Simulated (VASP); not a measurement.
Cd3CuO:

```
Cd Cu O
1.0
     3.16053    0.00029    0.04308
     0.00058    6.50178    0.08034
     0.11934    0.11127    8.86095
Cd Cu O
6 2 2
Direct
  0.49528 0.25627 0.41687
  0.51647 0.75141 0.41229
  0.00094 0.00461 0.06561
  0.00195 0.48527 0.06901
  0.97765 0.49570 0.66822
  0.98854 0.00527 0.65550
  0.51318 0.25435 0.84686
  0.51709 0.75961 0.85870
  0.47008 0.24491 0.16302
  0.51881 0.74260 0.16432
```

| Property | Result |
| --- | --- |
| Program | VASP 6.6.1 |
| Task | relaxation of cell and atoms |
| Functional | PBE |
| Potentials or basis | VASP PAW PBE potentials, release 64 (Cd, Cu, O) |
| Cutoff | 600 eV |
| k mesh | 8 × 4 × 4 |
| Occupations | gaussian, width 0.2 eV |
| Spin | no spin polarisation |

At the start: pressure -3.1 GPa; volume 18.20 Å³/atom.

Question: How do energy, volume and symmetry change on relaxing?

Answer: Over 18 steps the energy falls by 27.4 meV/atom and the volume is 17.27 Å³/atom (-5.1 %); space group P1 (No. 1, to 0.1 Å) before, Pmm2 (No. 25, to 0.1 Å).

Step by step:
```csv
step,energy change (eV),largest force (eV/Å),pressure (GPa),volume (Å³)
1,0.0000,0.5930,-3.13,182.02
2,-0.1636,0.4151,0.27,172.81
3,-0.1679,0.3974,1.07,171.08
4,-0.2174,0.1891,0.54,171.64
5,-0.2286,0.2271,0.22,172.08
6,-0.2425,0.1318,-0.19,172.91
7,-0.2468,0.1260,-0.54,173.70
8,-0.2542,0.1648,0.19,172.14
9,-0.2544,0.1751,0.35,171.81
10,-0.2618,0.1039,0.25,171.93
11,-0.2656,0.1385,0.16,172.15
12,-0.2698,0.0688,-0.23,173.06
13,-0.2699,0.0694,-0.32,173.28
14,-0.2718,0.0761,0.29,172.04
15,-0.2721,0.0589,0.12,172.37
16,-0.2736,0.0326,0.05,172.51
17,-0.2741,0.0315,0.00,172.63
18,-0.2744,0.0222,0.00,172.69
```

Final structure:
```xyz
10
Lattice="3.2244 0.0009 0.0000 0.0022 6.4485 0.0013 0.0011 0.0038 8.3053" Properties=species:S:1:pos:R:3 pbc="T T T"
Cd    1.6049    1.6430    3.5197
Cd    1.6289    4.8317    3.4942
Cd    3.2240    0.0053    0.5613
Cd    3.2246    3.2127    0.5101
Cd    0.0030    3.2349    5.5773
Cd    3.2254    6.4457    5.5083
Cu    1.6137    1.5584    7.0948
Cu    1.6138    4.8938    7.1127
O     1.6137    1.6134    1.2728
O     1.6097    4.8252    1.2373
```
